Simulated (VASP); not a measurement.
RuPt2, 3 atoms in the cell. Symmetry: P6/mmm, No. 191, hexagonal system. The conventional cell has a = 4.500 Å, b = 4.500 Å, c = 2.618 Å, α = 90.00°, β = 90.00°, γ = 120.00°. Ru (site symmetry 6/mmm) has 2 Ru at 2.62 Å and 12 Pt at 2.91 Å within 3.5 Å. Within 3.4 Å of Pt (site symmetry -6m2) lie 5 Pt at 2.60 to 2.62 Å and 6 Ru at 2.91 Å. 

- Program: VASP 6.6.1
- Task: single point
- Functional: PBE
- Potentials or basis: VASP PAW PBE potentials, release 64 (Ru_pv, Pt)
- Cutoff: 520 eV
- k mesh: 6 × 6 × 4
- Occupations: gaussian, width 0.1 eV
- Spin: no spin polarisation
- Dipole correction: no
- Further INCAR settings: ALGO = Normal; EDIFF = 1e-07; NBANDS = 24

Potentials or basis: VASP PAW PBE potentials, release 64 (Ru_pv, Pt).

Run with:

```bash
$ cat potpaw_PBE.64/Ru_pv/POTCAR potpaw_PBE.64/Pt/POTCAR > POTCAR
$ mpirun -np 1 vasp_std > vasp.out
```

Hardware: 1 thread of AMD EPYC 9R45 (Zen 5), on a shared host.

Question: Estimate the wall time of this run.

Answer: Wall time 16 s on 1 thread of AMD EPYC 9R45 (Zen 5), on a shared host, peak memory 0.14 GiB. Counts: scf iterations 15, k points 21.
